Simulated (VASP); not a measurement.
Here is a VASP 6.6.1 calculation.

File POSCAR:

```
SiSn2
1.0
    0.0000000000      3.1901399512      3.1901399512
    3.1901399512      0.0000000000      3.1901399512
    3.1901399512      3.1901399512      0.0000000000
Si Sn
1 2
Direct
    0.0000000000      0.0000000000      0.0000000000
    0.2500000000      0.2500000000      0.2500000000
    0.7500000000      0.7500000000      0.7500000000
```

The input INCAR.step1:

```
  PREC = Accurate
  ENCUT = 600
  ISMEAR = 0
  SIGMA = 0.1
  LREAL = F
  LASPH = T
  NELM = 80
  GGA = PE
  ALGO = Normal
  EDIFF = 1E-4
  LWAVE = T
  LCHARG = F
```

File INCAR.step2:

```
  PREC = Accurate
  ENCUT = 600
  EDIFF = 1E-7
  ISMEAR = 0
  SIGMA = 0.1
  LREAL = F
  LASPH = T
  NELM = 80
  ALGO = Normal
  ISIF = 3
  LWAVE = F
  LCHARG = F
  METAGGA = R2SCAN
  LMIXTAU = T
  IBRION = 2
  NSW = 90
  EDIFFG = -0.04
  ISTART = 1
```

KPOINTS

```
Automatic mesh
0
Gamma
  6 6 6
```

Potentials or basis: VASP PAW PBE potentials, release 64 (Si, Sn_d).

Run with:

```bash
$ cat potpaw_PBE.64/Si/POTCAR potpaw_PBE.64/Sn_d/POTCAR > POTCAR
$ cp INCAR.step1 INCAR
$ mpirun -np 1 vasp_std > vasp.out
$ cp INCAR.step2 INCAR
$ mpirun -np 1 vasp_std > vasp.out
```

Estimate the space group after relaxing (to 0.05 Å).

Fm-3m (No. 225).

Predict the relaxed cell.

a = 4.785 Å, b = 4.785 Å, c = 4.785 Å, α = 60.00°, β = 60.00°, γ = 60.00°.

Predict the relaxed volume.

25.83 Å³/atom.

Final structure:
```yaml
crystal:
  lattice:
    - [0.00000, 3.38372, 3.38372]
    - [3.38372, 0.00000, 3.38372]
    - [3.38372, 3.38372, 0.00000]
  atoms:
    - { symbol: Si, position: [0.00000, 0.00000, 0.00000] }
    - { symbol: Sn, position: [0.25000, 0.25000, 0.25000] }
    - { symbol: Sn, position: [0.75000, 0.75000, 0.75000] }
```

Caveat: the volume moved by over 15 % at a fixed basis, so the end points are rough; the PAW data sets were made with another functional, which shifts forces and pressure a little.
